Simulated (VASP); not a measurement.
A run of VASP 6.6.1 is set up as follows.

The input INCAR:

```
SYSTEM = ScAl3
PREC     = Accurate       ! precision mode
ENCUT    = 520            ! plane-wave cutoff, eV
EDIFF    = 1E-7           ! SCF threshold, eV
ISMEAR   = 0              ! smearing method
SIGMA    = 0.1            ! smearing width, eV
LREAL    = .FALSE.        ! projectors in reciprocal space
LASPH    = .TRUE.         ! aspherical terms in the spheres
NELM     = 100            ! most SCF steps
ALGO     = Fast           ! electronic algorithm
ISIF     = 2              ! what is computed and relaxed
LWAVE    = .FALSE.        ! write WAVECAR
LCHARG   = .FALSE.        ! write CHGCAR
GGA      = PS             ! functional
NBANDS   = 18             ! bands
```

File KPOINTS:

```
regular mesh
0
G
  14 14 14
  0 0 0
```

The input POSCAR:

```
ScAl3
1.0
    4.1527245885      0.0000000000      0.0000000000
    0.0000000000      4.0584899025      0.0000000000
    0.0000000000      0.0000000000      4.0584899025
Sc Al
1 3
Direct
    0.0000000000      0.0000000000      0.0000000000
    0.5000000000      0.0000000000      0.5000000000
    0.0000000000      0.5000000000      0.5000000000
    0.5000000000      0.5000000000      0.0000000000
```

Potentials or basis: VASP PAW PBE potentials, release 64 (Sc_sv, Al).

The run is started by

```bash
$ cat potpaw_PBE.64/Sc_sv/POTCAR potpaw_PBE.64/Al/POTCAR > POTCAR
$ mpirun -np 1 vasp_std > vasp.out
```

Task: What does it give for the pressure?

Result: -1.0 GPa.

Task: What does it give for the band gap on the k mesh?

Result: Zero (bands 10 and 11 overlap by 3.88 eV).

Stress tensor (GPa, compression positive):
```
-3.30  0.00  0.00
 0.00  0.12  0.00
 0.00  0.00  0.12
```

Caveat: the cell differs from its parent crystal (uniaxial strain along a: +2.0 %, then relaxed in part); the PAW data sets were made with another functional, which shifts forces and pressure a little.
